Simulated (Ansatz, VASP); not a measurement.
One calculation of KF, two programs

```
K F
1.0
     0.00000    2.67350    2.67350
     2.67350    0.00000    2.67350
     2.67350    2.67350    0.00000
K F
1 1
Direct
  0.00000 0.00000 0.00000
  0.50000 0.50000 0.50000
```

Alike in both runs: task electric field gradients; functional PBE; k mesh 9 × 9 × 9; occupations fermi-dirac, width 0.01 eV; no spin polarisation.

|  | VASP | Ansatz |
| --- | --- | --- |
| version | VASP 6.6.1 | Ansatz 0.2.0 |
| potentials or method | VASP PAW PBE potentials, release 64 (K_sv, F), cutoff 520 eV | all-electron PAW with datasets made for the crystal, scalar-relativistic |

Ansatz gave:

* gap on the k mesh at the Fermi level (eV): 6.17
* pressure (GPa): 1.3

Q: What did VASP give for the same quantities?

A: gap on the k mesh at the Fermi level (eV): 6.16; pressure (GPa): 1.4.

Ansatz ran all-electron here, and VASP with PAW potentials.
